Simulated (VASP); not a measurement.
# Nb (P6_3/mmc) in VASP: notebook

Runs on Nb. Level: LDA. Tasks: single point, relaxation of cell and atoms.

Everything below comes from runs of VASP 6.6.1. Logs are shortened: lines on timing, memory, paths and dates and some standing lists are left out, and cuts for length are marked.

**1. The cell of the first run**

Symmetry: P6_3/mmc, No. 194, hexagonal system. Conventional cell: a = 2.885 Å, b = 2.885 Å, c = 5.295 Å, α = 90.00°, β = 90.00°, γ = 120.00°. Within 3.8 Å of Nb (site symmetry -6m2) lie 12 Nb at 2.88 to 3.13 Å.

This isn't the form of Nb at room conditions, which is bcc.

**2. Single point, LDA (19.08 Å³/atom)**

The input, INCAR:

```
ALGO     = Normal         # electronic algorithm
EDIFF    = 1E-6           # SCF threshold, eV
ENCUT    = 520            # plane-wave cutoff, eV
GGA      = CA             # functional
ISIF     = 2              # what is computed and relaxed
ISMEAR   = -1             # smearing method
LASPH    = T              # aspherical terms in the spheres
LCHARG   = F              # write CHGCAR
LREAL    = F              # projectors in reciprocal space
LWAVE    = F              # write WAVECAR
NBANDS   = 20             # bands
NELM     = 80             # most SCF steps
PREC     = Accurate       # precision mode
SIGMA    = 0.1            # smearing width, eV
```

The input, KPOINTS:

```
k-points
0
Gamma
  14 14 7
```

The input, POSCAR:

```
Nb
1.0
    2.8845721189      0.0000000000      0.0000000000
   -1.4422860595      2.4981127340      0.0000000000
    0.0000000000      0.0000000000      5.2946203122
Nb
2
Direct
    0.3333333333      0.6666666667      0.2500000000
    0.6666666667      0.3333333333      0.7500000000
```

Potentials or basis: VASP PAW LDA potentials, release 64 (Nb_sv).

The run is started by

```sh
> cat potpaw_LDA.64/Nb_sv/POTCAR > POTCAR
> mpirun -np 1 vasp_std > vasp.out
```

OUTCAR:

```text
EDIFF = 1E-6
   ENCUT = 520
   GGA = CA
   ISIF = 2
   ISMEAR = -1
   LASPH = T
   LREAL = F
   NELM = 80
   PREC = Accurate

 ion  position               nearest neighbor table
   1  0.333  0.667  0.250-
   2  0.667  0.333  0.750-

  LATTYP: Found a hexagonal cell.
 ALAT       =     2.8845721189
 C/A-ratio  =     1.8354959051

  Lattice vectors:

 A1 = (   2.8845721189,   0.0000000000,   0.0000000000)
 A2 = (  -1.4422860595,   2.4981127340,   0.0000000000)
 A3 = (   0.0000000000,   0.0000000000,   5.2946203122)

Analysis of symmetry for initial positions (statically):
=====================================================================
 Subroutine PRICEL returns:
 Original cell was already a primitive cell.

 Routine SETGRP: Setting up the symmetry group for a
 hexagonal supercell.

 Subroutine GETGRP returns: Found 24 space group operations
 (whereof 12 operations were pure point group operations)
 out of a pool of 24 trial point group operations.

The static configuration has the point symmetry D_3d.
 The point group associated with its full space group is D_6h.

Analysis of symmetry for dynamics (positions and initial velocities):
=====================================================================
 Subroutine PRICEL returns:
 Original cell was already a primitive cell.

 Routine SETGRP: Setting up the symmetry group for a
 hexagonal supercell.

 Subroutine GETGRP returns: Found 24 space group operations
 (whereof 12 operations were pure point group operations)
 out of a pool of 24 trial point group operations.

The dynamic configuration has the point symmetry D_3d.
 The point group associated with its full space group is D_6h.

 Subroutine INISYM returns: Found 24 space group operations
 (whereof 12 operations are pure point group operations),
 and found     1 'primitive' translations

----------------------------------------------------------------------------------------

                                     Primitive cell

  volume of cell :      38.1530

  direct lattice vectors                    reciprocal lattice vectors
     2.884572119  0.000000000  0.000000000     0.346671866  0.200151095  0.000000000
    -1.442286059  2.498112734  0.000000000     0.000000000  0.400302191  0.000000000
     0.000000000  0.000000000  5.294620312     0.000000000  0.000000000  0.188870956

  length of vectors
     2.884572119  2.884572119  5.294620312     0.400302191  0.400302191  0.188870956

  position of ions in fractional coordinates (direct lattice)
     0.333333333  0.666666667  0.250000000
     0.666666667  0.333333333  0.750000000

  ion indices of the primitive-cell ions
   primitive index   ion index
                 1           1
                 2           2

----------------------------------------------------------------------------------------

 KPOINTS: k-points

Automatic generation of k-mesh.
 Grid dimensions read from file:
 generate k-points for:   14   14    7

 Generating k-lattice:

  Cartesian coordinates                     Fractional coordinates (reciprocal lattice)
     0.024762276  0.014296507  0.000000000     0.071428571 -0.000000000  0.000000000
     0.000000000  0.028593014  0.000000000     0.000000000  0.071428571  0.000000000
     0.000000000  0.000000000  0.026981565     0.000000000  0.000000000  0.142857143

  Length of vectors
     0.028593014  0.028593014  0.026981565

  Shift w.r.t. Gamma in fractional coordinates (k-lattice)
     0.000000000  0.000000000  0.000000000

 Subroutine IBZKPT returns following result:
 ===========================================

 Found     96 irreducible k-points:

 Following reciprocal coordinates:
            Coordinates               Weight
  0.000000  0.000000  0.000000      1.000000
  0.071429  0.000000  0.000000      6.000000
  0.142857  0.000000  0.000000      6.000000
  0.214286  0.000000  0.000000      6.000000
  0.285714  0.000000  0.000000      6.000000
  0.357143  0.000000  0.000000      6.000000
[... 16 lines left out ...]
  0.285714  0.285714  0.000000      6.000000
  0.357143  0.285714  0.000000      6.000000
 [... further k-points ...]
   k-points           NKPTS =     96   k-points in BZ     NKDIM =     96   number of bands    NBANDS=     20
   number of dos      NEDOS =    301   number of ions     NIONS =      2
   total plane-waves  NPLWV =  23040
   dimension x,y,z NGX =    24 NGY =   24 NGZ =   40
   dimension x,y,z NGXF=    48 NGYF=   48 NGZF=   80
   ions per type =               2
   NGX,Y,Z   is equivalent  to a cutoff of  13.83, 13.83, 12.56 a.u.
   NGXF,Y,Z  is equivalent  to a cutoff of  27.66, 27.66, 25.12 a.u.
 SYSTEM =  unknown system
   PREC   = accura    normal or accurate (medium, high low for compatibility)
   ISTART =      0    job   : 0-new  1-cont  2-samecut
   ICHARG =      2    charge: 1-file 2-atom 10-const
   ISPIN  =      1    spin polarized calculation?
   LNONCOLLINEAR =      F non collinear calculations
   LSORBIT =      F    spin-orbit coupling
   LASPH  =      T    aspherical Exc in radial PAW
   ENCUT  =  520.0 eV  38.22 Ry    6.18 a.u.   5.36  5.36  9.84*2*pi/ulx,y,z
   NELM   =     80;   NELMIN=  2; NELMDL= -5     # of ELM steps
   EDIFF  = 0.1E-05   stopping-criterion for ELM
   LREAL  =      F    real-space projection
   EDIFFG = 0.1E-04   stopping-criterion for IOM
   NSW    =      0    number of steps for IOM
   IBRION =     -1    ionic relax: 0-MD 1-quasi-New 2-CG
   NFREE  =      0    steps in history (QN), initial steepest desc. (CG)
   ISIF   =      2    stress and relaxation
   ISYM   =      2    0-nonsym 1-usesym 2-fastsym
   POTIM  = 0.5000    time-step for ionic-motion
   TEBEG  =    0.0;   TEEND  =   0.0 temperature during run
   PSTRESS=    0.0 pullay stress
   NELECT =      26.0000    total number of electrons
   NUPDOWN=      -1.0000    fix difference up-down
   EMIN   =  10.00;   EMAX   =-10.00  energy-range for DOS
   EFERMI =   0.00;   METHOD = LEGACY
   ISMEAR =    -1;   SIGMA  =   0.10  broadening in eV -4-tet -1-fermi 0-gaus
   EFERMI_NEDOS =   21; number of points for ismear=-14 and -15
   IALGO  =     38    algorithm
   IMIX   =      4    mixing-type and parameters
     AMIX     =   0.40;   BMIX     =  1.00
     AMIX_MAG =   1.60;   BMIX_MAG =  1.00
  volume/ion in A,a.u.               =      19.08       128.73
  Fermi-wavevector in a.u.,A,eV,Ry     =   1.440644  2.722421 28.238262  2.075454
  Thomas-Fermi vector in A             =   2.559365
   LORBIT       =      0    0 simple, 1 ext, 2 COOP (PROOUT), +10 PAW based schemes
   GGA     = CA    functional components
   LHFCALC =     F    Hartree Fock is set to
   AEXX    =    0.0000 exact exchange contribution
   IVDW    =     0    specifies the selected vdW correction
   LEPSILON=     F    determine dielectric tensor
   LRPA    =     F    only Hartree local field effects (RPA)
 non-spin polarized calculation
  energy-cutoff  :      520.00
  volume of cell :       38.15
 maximum number of plane-waves:      1063
 NGX is ok and might be reduce to    24
   NGX = 11   NGY = 11   NGZ = 19

 number of electron      26.0000002 magnetization

 Free energy of the ion-electron system (eV)
  ---------------------------------------------------
  ext. energy  EPLUGINS =         0.00000000
  ---------------------------------------------------
  free energy    TOTEN  =       -21.80297791 eV

  energy without entropy =      -21.70787954  energy(sigma->0) =      -21.75542872

 E-fermi :  10.5425     XC(G=0): -12.4048

 val. band max:       10.5369966553   @ k =   0.1429   0.0000   0.4286
 cond. band min:      10.5435787174   @ k =   0.4286   0.0714   0.0000
 fundamental gap:      0.0065820621
 Fermi energy:        10.5424558224

 k-point     1 :       0.0000    0.0000    0.0000
  band No.  band energies     occupation
      1     -43.9156      2.00000
      2     -43.8027      2.00000
      3     -20.5244      2.00000
      4     -19.6654      2.00000
      5     -19.4345      2.00000
      6     -19.4345      2.00000
[... 12 lines left out ...]
     19      14.6715      0.00000
     20      14.6715      0.00000

 k-point     2 :       0.0714    0.0000    0.0000
  band No.  band energies     occupation
      1     -43.9050      2.00000
      2     -43.7945      2.00000
      3     -20.5056      2.00000
      4     -19.6657      2.00000
      5     -19.4992      2.00000
      6     -19.4514      2.00000
[... 12 lines left out ...]
     19      14.7223      0.00000
     20      15.1336      0.00000

 k-point     3 :       0.1429    0.0000    0.0000
  band No.  band energies     occupation
      1     -43.8749      2.00000
      2     -43.7717      2.00000
      3     -20.4514      2.00000
      4     -19.6789      2.00000
      5     -19.6675      2.00000
      6     -19.6034      2.00000
[... 12 lines left out ...]
     19      14.8129      0.00000
     20      16.1193      0.00000

 k-point     4 :       0.2143    0.0000    0.0000
  band No.  band energies     occupation
      1     -43.8307      2.00000
      2     -43.7391      2.00000
      3     -20.3685      2.00000
      4     -19.9347      2.00000
      5     -19.8539      2.00000
      6     -19.6742      2.00000
[... 12 lines left out ...]
     19      14.8685      0.00000
     20      17.2561      0.00000

 k-point     5 :       0.2857    0.0000    0.0000
  band No.  band energies     occupation
      1     -43.7801      2.00000
      2     -43.7036      2.00000
      3     -20.2678      2.00000
      4     -20.2129      2.00000
      5     -20.1217      2.00000
      6     -19.6898      2.00000
[... 12 lines left out ...]
     19      14.8745      0.00000
     20      18.3685      0.00000
[... 353 lines left out ...]
      6     -19.9603      2.00000
[... 12 lines left out ...]
     19      17.2607      0.00000
     20      20.2018      0.00000

 k-point    22 :       0.3571    0.2143    0.0000
  band No.  band energies     occupation
      1     -43.6626      2.00000
      2     -43.6394      2.00000
      3     -20.5143      2.00000
      4     -20.4106      2.00000
      5     -20.0434      2.00000
      6     -19.9756      2.00000
[... 12 lines left out ...]
     19      18.0413      0.00000
     20      19.2501      0.00000

 k-point    23 :       0.2857    0.2857    0.0000
  band No.  band energies     occupation
      1     -43.6593      2.00000
      2     -43.6385      2.00000
      3     -20.4380      2.00000
      4     -20.3619      2.00000
      5     -20.1137      2.00000
      6     -20.0173      2.00000
[... 12 lines left out ...]
     19      18.1596      0.00000
     20      19.2213      0.00000

 k-point    24 :       0.3571    0.2857    0.0000
  band No.  band energies     occupation
      1     -43.6473      2.00000
      2     -43.6382      2.00000
      3     -20.4130      2.00000
      4     -20.3090      2.00000
      5     -20.2095      2.00000
      6     -20.0953      2.00000
[... 12 lines left out ...]
     19      18.5301      0.00000
     20      18.8225      0.00000

 [... further k-points ...]

------------------------ aborting loop because EDIFF is reached ----------------------------------------

  FORCE on cell =-STRESS in cart. coord.  units (eV):
  Direction    XX          YY          ZZ          XY          YZ          ZX
  --------------------------------------------------------------------------------------
  -------------------------------------------------------------------------------------
  Total       -3.0623732     -3.0623732     -2.6482513      0.0000000     -0.0000000      0.0000000
  in kB     -128.5998421   -128.5998421   -111.2094046      0.0000000     -0.0000000      0.0000000
  external PRESSURE =    -122.8030296 kB  Pullay stress =       0.0000000 kB

 VOLUME and BASIS-vectors are now :
 -----------------------------------------------------------------------------
  energy-cutoff  :      520.00
  volume of cell :       38.15
      direct lattice vectors                 reciprocal lattice vectors
     2.884572119  0.000000000  0.000000000     0.346671866  0.200151095  0.000000000
    -1.442286059  2.498112734  0.000000000     0.000000000  0.400302191  0.000000000
     0.000000000  0.000000000  5.294620312     0.000000000  0.000000000  0.188870956

 POSITION                                       TOTAL-FORCE (eV/Angst)
 -----------------------------------------------------------------------------------
     -0.00000      1.66541      1.32366        -0.000000      0.000000      0.000000
      1.44229      0.83270      3.97097         0.000000      0.000000      0.000000
 -----------------------------------------------------------------------------------
    total drift:                                0.000000     -0.000000      0.000000

  FREE ENERGIE OF THE ION-ELECTRON SYSTEM (eV)
  ---------------------------------------------------
  free  energy   TOTEN  =       -21.8029779059 eV

  energy  without entropy=      -21.7078795380  energy(sigma->0) =      -21.75542872
```

It took 90 s on 1 thread of Intel Xeon 8259CL, shared host; peak memory 0.18 GiB.

Results:

```
Free energy            : -21.8030 eV
Pressure               : -12.3 GPa
Band gap on the k mesh : zero (bands 13 and 14 overlap by 2.13 eV)
```

Stress tensor (GPa, compression positive):
```
-12.86   0.00   0.00
  0.00 -12.86   0.00
  0.00   0.00 -11.12
```

Caveat: the cell stands under tension.

(Continued in part 2 of 3.)

The gap in the log of VASP goes by the Fermi energy; the results here count the filled bands.